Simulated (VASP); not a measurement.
# ZnO (zincite): single point with PBE

ZnO (zincite):

```xyz
4
Lattice="3.2493 0.0000 0.0000 -1.6247 2.8140 0.0000 0.0000 0.0000 5.2057" Properties=species:S:1:pos:R:3 pbc="T T T"
Zn    1.6247    0.9380    0.0000
Zn    0.0000    1.8760    2.6029
O     0.0000    1.8760    4.5759
O     1.6247    0.9380    1.9730
```

* Program: VASP 6.6.1
* Task: single point
* Functional: PBE
* Potentials or basis: VASP PAW PBE potentials, release 64 (Zn, O)
* Cutoff: 520 eV
* k mesh: 9 × 9 × 5
* Occupations: gaussian, width 0.014 eV
* Spin: no spin polarisation
* Dipole correction: no
* Further INCAR settings: ALGO = Normal; EDIFF = 1e-07; NBANDS = 26

* Pressure: 6.0 GPa
* Largest force: 0.074 eV/Å
* Band gap on the k mesh: 0.79 eV, direct

Forces on the atoms (eV/Å):
```
Zn   0.000  0.000 -0.074
Zn   0.000  0.000 -0.074
O    0.000  0.000  0.074
O    0.000  0.000  0.074
```

Stress tensor (GPa, compression positive):
```
5.40 0.00 0.00
0.00 5.40 0.00
0.00 0.00 7.16
```

Levels at points of the mesh, in eV from the valence-band top:
```csv
k point,band 15,band 16,band 17,band 18,band 19,band 20,band 21,band 22
"(0.00, 0.00, 0.00)",-0.81,-0.07,0.00,0.00,0.79,5.21,8.26,12.85
```

Wall time 80 s on 1 thread of AMD EPYC 7R13 (shared host), peak memory 0.15 GiB.

Expect the measured gap to be larger: semilocal functionals such as PBE lack the derivative discontinuity.
